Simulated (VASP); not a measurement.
# Al2Cu (I4/mcm) in VASP: electric field gradients with r2SCAN

Aim: the electric field gradients of Al2Cu with r2SCAN.

Everything below comes from runs of VASP 6.6.1. Logs are shortened: lines on timing, memory, paths and dates and some standing lists are left out, and cuts for length are marked.

## Step 1: The cell of the first run

It takes space group I4/mcm (No. 140, tetragonal). The conventional cell has a = 6.067 Å, b = 6.067 Å, c = 4.877 Å, α = 90.00°, β = 90.00°, γ = 90.00°. Al (site symmetry m2m) has 4 Cu at 2.59 Å and 11 Al at 2.71 to 3.23 Å within 3.4 Å. Cu (site symmetry 422) has 2 Cu at 2.44 Å and 8 Al at 2.59 Å within 3.2 Å.

## Step 2: Electric field gradients, r2SCAN

POSCAR reads:

```
Al2Cu
1.0
   -3.0335000000      3.0335000000      2.4385000000
    3.0335000000     -3.0335000000      2.4385000000
    3.0335000000      3.0335000000     -2.4385000000
Al Cu
4 2
Direct
    0.6581000000      0.1581000000      0.8162000000
    0.1581000000      0.3419000000      0.5000000000
    0.3419000000      0.8419000000      0.1838000000
    0.8419000000      0.6581000000      0.5000000000
    0.2500000000      0.2500000000      0.0000000000
    0.7500000000      0.7500000000      0.0000000000
```

INCAR.step1 reads:

```
ALGO     = Normal         # electronic algorithm
EDIFF    = 1E-4           # SCF threshold, eV
ENCUT    = 520            # plane-wave cutoff, eV
GGA      = PE             # functional
ISMEAR   = -1             # smearing method
LASPH    = True           # aspherical terms in the spheres
LCHARG   = False          # write CHGCAR
LREAL    = False          # projectors in reciprocal space
LWAVE    = True           # write WAVECAR
NBANDS   = 26             # bands
NELM     = 80             # most SCF steps
PREC     = Accurate       # precision mode
SIGMA    = 0.05           # smearing width, eV
```

INCAR.step2 reads:

```
ALGO     = Normal         # electronic algorithm
EDIFF    = 1E-8           # SCF threshold, eV
ENCUT    = 520            # plane-wave cutoff, eV
ISIF     = 2              # what is computed and relaxed
ISMEAR   = -1             # smearing method
ISTART   = 1            
LASPH    = True           # aspherical terms in the spheres
LCHARG   = False          # write CHGCAR
LEFG     = True         
LMIXTAU  = True         
LREAL    = False          # projectors in reciprocal space
LWAVE    = False          # write WAVECAR
METAGGA  = R2SCAN         # meta-GGA
NBANDS   = 26             # bands
NELM     = 80             # most SCF steps
PREC     = Accurate       # precision mode
SIGMA    = 0.05           # smearing width, eV
```

KPOINTS reads:

```
k-points
0
Gamma
  12 12 12
```

Potentials or basis: VASP PAW PBE potentials, release 64 (Al, Cu).

Launch:

```sh
$ cat potpaw_PBE.64/Al/POTCAR potpaw_PBE.64/Cu/POTCAR > POTCAR
$ cp INCAR.step1 INCAR
$ mpirun -np 1 vasp_std > vasp.out
$ cp INCAR.step2 INCAR
$ mpirun -np 1 vasp_std > vasp.out
```

OUTCAR:

```text
EDIFF = 1E-8
   ENCUT = 520
   ISIF = 2
   ISMEAR = -1
   ISTART = 1
   LASPH = True
   LREAL = False
   METAGGA = R2SCAN
   NELM = 80
   PREC = Accurate

 ion  position               nearest neighbor table
   1  0.658  0.158  0.816-   5 2.59   6 2.59   5 2.59   6 2.59   3 2.71   3 2.90   3 2.90   2 3.10
                             4 3.10   4 3.10   2 3.10   2 3.23   4 3.23   4 3.23   2 3.23
   2  0.158  0.342  0.500-   5 2.59   5 2.59   6 2.59   6 2.59   4 2.71   4 2.90   4 2.90   1 3.10
                             3 3.10   1 3.10   3 3.10   1 3.23   3 3.23   3 3.23   1 3.23
   3  0.342  0.842  0.184-   5 2.59   6 2.59   5 2.59   6 2.59   1 2.71   1 2.90   1 2.90   4 3.10
                             2 3.10   2 3.10   4 3.10   4 3.23   2 3.23   4 3.23   2 3.23
   4  0.842  0.658  0.500-   6 2.59   6 2.59   5 2.59   5 2.59   2 2.71   2 2.90   2 2.90   1 3.10
                             3 3.10   1 3.10   3 3.10   1 3.23   3 3.23   1 3.23   3 3.23
   5  0.250  0.250  0.000-   6 2.44   6 2.44   1 2.59   3 2.59   1 2.59   3 2.59   2 2.59   2 2.59
                             4 2.59   4 2.59
   6  0.750  0.750  0.000-   5 2.44   5 2.44   1 2.59   3 2.59   1 2.59   3 2.59   4 2.59   4 2.59
                             2 2.59   2 2.59

  LATTYP: Found a body centered tetragonal cell.
 ALAT       =     6.0670000000
 C/A-ratio  =     0.8038569309

  Lattice vectors:

 A1 = (  -3.0335000000,   3.0335000000,   2.4385000000)
 A2 = (   3.0335000000,  -3.0335000000,   2.4385000000)
 A3 = (   3.0335000000,   3.0335000000,  -2.4385000000)

Analysis of symmetry for initial positions (statically):
=====================================================================
 Subroutine PRICEL returns:
 Original cell was already a primitive cell.

 Routine SETGRP: Setting up the symmetry group for a
 body centered tetragonal supercell.

 Subroutine GETGRP returns: Found 16 space group operations
 (whereof  8 operations were pure point group operations)
 out of a pool of 16 trial point group operations.

The static configuration has the point symmetry C_4h.
 The point group associated with its full space group is D_4h.

Analysis of symmetry for dynamics (positions and initial velocities):
=====================================================================
 Subroutine PRICEL returns:
 Original cell was already a primitive cell.

 Routine SETGRP: Setting up the symmetry group for a
 body centered tetragonal supercell.

 Subroutine GETGRP returns: Found 16 space group operations
 (whereof  8 operations were pure point group operations)
 out of a pool of 16 trial point group operations.

The dynamic configuration has the point symmetry C_4h.
 The point group associated with its full space group is D_4h.

 Subroutine INISYM returns: Found 16 space group operations
 (whereof  8 operations are pure point group operations),
 and found     1 'primitive' translations

----------------------------------------------------------------------------------------

                                     Primitive cell

  volume of cell :      89.7575

  direct lattice vectors                    reciprocal lattice vectors
    -3.033500000  3.033500000  2.438500000     0.000000000  0.164826108  0.205044084
     3.033500000 -3.033500000  2.438500000     0.164826108  0.000000000  0.205044084
     3.033500000  3.033500000 -2.438500000     0.164826108  0.164826108  0.000000000

  length of vectors
     4.934625290  4.934625290  4.934625290     0.263079309  0.263079309  0.233099318

  position of ions in fractional coordinates (direct lattice)
     0.658100000  0.158100000  0.816200000
     0.158100000  0.341900000  0.500000000
     0.341900000  0.841900000  0.183800000
     0.841900000  0.658100000  0.500000000
     0.250000000  0.250000000  0.000000000
     0.750000000  0.750000000  0.000000000

  ion indices of the primitive-cell ions
   primitive index   ion index
                 1           1
                 2           2
                 3           3
                 4           4
                 5           5
                 6           6

----------------------------------------------------------------------------------------

 KPOINTS: k-points

Automatic generation of k-mesh.
 Grid dimensions read from file:
 generate k-points for:   12   12   12
[... 47 lines left out ...]
   number of dos      NEDOS =    301   number of ions     NIONS =      6
   total plane-waves  NPLWV =  64000
   dimension x,y,z NGX =    40 NGY =   40 NGZ =   40
   dimension x,y,z NGXF=    80 NGYF=   80 NGZF=   80
   ions per type =               4   2
   NGX,Y,Z   is equivalent  to a cutoff of  13.48, 13.48, 13.48 a.u.
   NGXF,Y,Z  is equivalent  to a cutoff of  26.95, 26.95, 26.95 a.u.
 SYSTEM =  unknown system
   PREC   = accura    normal or accurate (medium, high low for compatibility)
   ISTART =      1    job   : 0-new  1-cont  2-samecut
   ICHARG =      0    charge: 1-file 2-atom 10-const
   ISPIN  =      1    spin polarized calculation?
   LNONCOLLINEAR =      F non collinear calculations
   LSORBIT =      F    spin-orbit coupling
   LASPH  =      T    aspherical Exc in radial PAW
   ENCUT  =  520.0 eV  38.22 Ry    6.18 a.u.   9.18  9.18  9.18*2*pi/ulx,y,z
   NELM   =     80;   NELMIN=  2; NELMDL=  0     # of ELM steps
   EDIFF  = 0.1E-07   stopping-criterion for ELM
   LREAL  =      F    real-space projection
   EDIFFG = 0.1E-06   stopping-criterion for IOM
   NSW    =      0    number of steps for IOM
   IBRION =     -1    ionic relax: 0-MD 1-quasi-New 2-CG
   NFREE  =      0    steps in history (QN), initial steepest desc. (CG)
   ISIF   =      2    stress and relaxation
   ISYM   =      2    0-nonsym 1-usesym 2-fastsym
   POTIM  = 0.5000    time-step for ionic-motion
   TEBEG  =    0.0;   TEEND  =   0.0 temperature during run
   PSTRESS=    0.0 pullay stress
   NELECT =      34.0000    total number of electrons
   NUPDOWN=      -1.0000    fix difference up-down
   EMIN   =  10.00;   EMAX   =-10.00  energy-range for DOS
   EFERMI =   0.00;   METHOD = LEGACY
   ISMEAR =    -1;   SIGMA  =   0.05  broadening in eV -4-tet -1-fermi 0-gaus
   EFERMI_NEDOS =   21; number of points for ismear=-14 and -15
   IALGO  =     38    algorithm
   IMIX   =      4    mixing-type and parameters
     AMIX     =   0.40;   BMIX     =  1.00
     AMIX_MAG =   1.60;   BMIX_MAG =  1.00
  volume/ion in A,a.u.               =      14.96       100.95
  Fermi-wavevector in a.u.,A,eV,Ry     =   1.184525  2.238428 19.090326  1.403099
  Thomas-Fermi vector in A             =   2.320737
   LORBIT       =      0    0 simple, 1 ext, 2 COOP (PROOUT), +10 PAW based schemes
   METAGGA = R2SCAN    functional components
   LHFCALC =     F    Hartree Fock is set to
   AEXX    =    0.0000 exact exchange contribution
   IVDW    =     0    specifies the selected vdW correction
   LEPSILON=     F    determine dielectric tensor
   LRPA    =     F    only Hartree local field effects (RPA)
 non-spin polarized calculation
  energy-cutoff  :      520.00
  volume of cell :       89.76
 maximum number of plane-waves:      2449
 NGX is ok and might be reduce to    40
   NGX = 19   NGY = 19   NGZ = 19

 number of electron      33.9999978 magnetization

 Free energy of the ion-electron system (eV)
  ---------------------------------------------------
  ext. energy  EPLUGINS =         0.00000000
  ---------------------------------------------------
  free energy    TOTEN  =       -49.49956621 eV

  energy without entropy =      -49.48310824  energy(sigma->0) =      -49.49133722

 E-fermi :   7.8641     XC(G=0): -11.6937

 val. band max:        7.8604977706   @ k =  -0.0833   0.0833   0.0000
 cond. band min:       7.8650676957   @ k =   0.2500   0.2500   0.0000
 fundamental gap:      0.0045699250
 Fermi energy:         7.8641340311

 k-point     1 :       0.0000    0.0000    0.0000
  band No.  band energies     occupation
      1      -3.4877      2.00000
      2       2.3755      2.00000
      3       2.5988      2.00000
      4       2.5988      2.00000
      5       2.6539      2.00000
      6       3.5378      2.00000
[... 685 lines left out ...]
     25      14.1239      0.00000
     26      15.5166      0.00000

 [... further k-points ...]

------------------------ aborting loop because EDIFF is reached ----------------------------------------

  FORCE on cell =-STRESS in cart. coord.  units (eV):
  Direction    XX          YY          ZZ          XY          YZ          ZX
  --------------------------------------------------------------------------------------
  -------------------------------------------------------------------------------------
  Total       -2.1162300     -2.1162300     -2.6588394      0.0000000      0.0000000      0.0000000
  in kB      -37.7748451    -37.7748451    -47.4604598      0.0000000      0.0000000      0.0000000
  external PRESSURE =     -41.0033833 kB  Pullay stress =       0.0000000 kB

 VOLUME and BASIS-vectors are now :
 -----------------------------------------------------------------------------
  energy-cutoff  :      520.00
  volume of cell :       89.76
      direct lattice vectors                 reciprocal lattice vectors
    -3.033500000  3.033500000  2.438500000     0.000000000  0.164826108  0.205044084
     3.033500000 -3.033500000  2.438500000     0.164826108  0.000000000  0.205044084
     3.033500000  3.033500000 -2.438500000     0.164826108  0.164826108  0.000000000

 POSITION                                       TOTAL-FORCE (eV/Angst)
 -----------------------------------------------------------------------------------
      0.95919      3.99269     -0.00000         0.069018      0.069018     -0.000000
      2.07431      0.95919      0.00000        -0.069018      0.069018     -0.000000
      2.07431     -0.95919      2.43850        -0.069018     -0.069018      0.000000
      0.95919      2.07431      2.43850         0.069018     -0.069018      0.000000
      0.00000      0.00000      1.21925         0.000000      0.000000     -0.000000
      0.00000      0.00000      3.65775         0.000000      0.000000     -0.000000
 -----------------------------------------------------------------------------------
    total drift:                               -0.000000     -0.000000      0.000000

  FREE ENERGIE OF THE ION-ELECTRON SYSTEM (eV)
  ---------------------------------------------------
  free  energy   TOTEN  =       -49.4995662059 eV

  energy  without entropy=      -49.4831082381  energy(sigma->0) =      -49.49133722

 Electric field gradients (V/A^2)
---------------------------------------------------------------------
 ion       V_xx      V_yy      V_zz      V_xy      V_xz      V_yz
---------------------------------------------------------------------
   1      -3.086    -3.086     6.171     4.642    -0.000    -0.000
   2      -3.086    -3.086     6.171    -4.642     0.000     0.000
   3      -3.086    -3.086     6.171     4.642    -0.000    -0.000
   4      -3.086    -3.086     6.171    -4.642     0.000     0.000
   5      14.682    14.682   -29.364     0.004     0.004     0.004
   6      14.682    14.682   -29.364     0.004     0.004     0.004
---------------------------------------------------------------------

 Electric field gradients after diagonalization (V/A^2)
 (convention: |V_zz| > |V_xx| > |V_yy|)
----------------------------------------------------------------------
 ion       V_xx      V_yy      V_zz     asymmetry (V_yy - V_xx)/ V_zz
----------------------------------------------------------------------
   1       6.171     1.556    -7.727       0.597
   2       6.171     1.556    -7.727       0.597
   3       6.171     1.556    -7.727       0.597
   4       6.171     1.556    -7.727       0.597
   5      14.686    14.678   -29.364       0.000
   6      14.686    14.678   -29.364       0.000
----------------------------------------------------------------------

           NMR quadrupolar parameters

 Cq : quadrupolar parameter    Cq=e*Q*V_zz/h
 eta: asymmetry parameters     (V_yy - V_xx)/ V_zz
 Q  : nuclear electric quadrupole moment in mb (millibarn)
----------------------------------------------------------------------
 ion       Cq(MHz)       eta       Q (mb)
----------------------------------------------------------------------
   1      -0.019       0.597       1.000
   2      -0.019       0.597       1.000
   3      -0.019       0.597       1.000
   4      -0.019       0.597       1.000
   5      -0.071       0.000       1.000
   6      -0.071       0.000       1.000
----------------------------------------------------------------------
```

Wall time 55 min (1 thread of Intel Xeon 8259CL, shared host); peak memory 0.49 GiB.

Results:

```yaml
Free_energy: -49.4996 eV
Pressure: -4.1 GPa
Largest_force: 0.098 eV/Å
Band_gap_on_the_k_mesh: zero (bands 17 and 18 overlap by 4.62 eV)
Largest_electric_field_gradient_by_atom: Al -7.7; Cu -29.4 V/Å²
```

Forces in eV/Å, atoms in the order of the input:
```
Al   0.069  0.069  0.000
Al  -0.069  0.069  0.000
Al  -0.069 -0.069  0.000
Al   0.069 -0.069  0.000
Cu   0.000  0.000  0.000
Cu   0.000  0.000  0.000
```

Electric field gradients, principal values (V/Å²):
```tsv
atom	least	middle	greatest (by size)
1 Al	1.556	6.171	-7.727
2 Al	1.556	6.171	-7.727
3 Al	1.556	6.171	-7.727
4 Al	1.556	6.171	-7.727
5 Cu	14.678	14.686	-29.364
6 Cu	14.678	14.686	-29.364
```

Caveat: the cell stands under tension; without QUAD_EFG the Cq values of the log hold for a quadrupole moment of 1 mb, not for the nuclei; the PAW data sets were made with another functional, which shifts forces and pressure a little.
